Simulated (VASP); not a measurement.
A run of VASP 6.6.1 is set up as follows.

Contents of INCAR:

```
  ALGO = Normal
  EDIFF = 1E-6
  ENCUT = 500
  GGA = PE
  GGA_COMPAT = False
  ISIF = 2
  ISMEAR = 0
  LASPH = True
  LCHARG = False
  LREAL = False
  LWAVE = False
  NBANDS = 48
  NELM = 120
  PREC = Accurate
  SIGMA = 0.1
```

The input KPOINTS:

```
k-points
0
Gamma
  10 4 10
```

Contents of POSCAR:

```
HfSi2
1.0
    3.6457095818      0.0000000000      0.0000000000
    0.0000000000     14.4460801091      0.0000000000
    0.0000000000      0.0000000000      3.6817507357
Hf Si
4 8
Direct
    0.0000000000      0.1054627643      0.2500000000
    0.5000000000      0.3945372357      0.7500000000
    0.5000000000      0.6054627643      0.2500000000
    0.0000000000      0.8945372357      0.7500000000
    0.0000000000      0.4457202729      0.2500000000
    0.5000000000      0.0542797271      0.7500000000
    0.5000000000      0.2497181712      0.2500000000
    0.0000000000      0.2502818288      0.7500000000
    0.5000000000      0.9457202729      0.2500000000
    0.0000000000      0.5542797271      0.7500000000
    0.0000000000      0.7497181712      0.2500000000
    0.5000000000      0.7502818288      0.7500000000
```

Potentials or basis: VASP PAW PBE potentials, release 64 (Hf_pv, Si).

Run with:

```sh
$ cat potpaw_PBE.64/Hf_pv/POTCAR potpaw_PBE.64/Si/POTCAR > POTCAR
$ mpirun -np 1 vasp_std > vasp.out
```

(1) What does it give for the pressure?

(2) Predict the largest force.

(3) Estimate the band gap on the k mesh.

Answers

(1) 1.7 GPa.

(2) 0.098 eV/Å.

(3) zero (bands 36 and 37 overlap by 1.03 eV).

Caveat: the cell differs from its parent crystal (biaxial strain in the a-b plane: -1.0 %); spin-orbit coupling is left out, which moves the levels of the heavy elements.
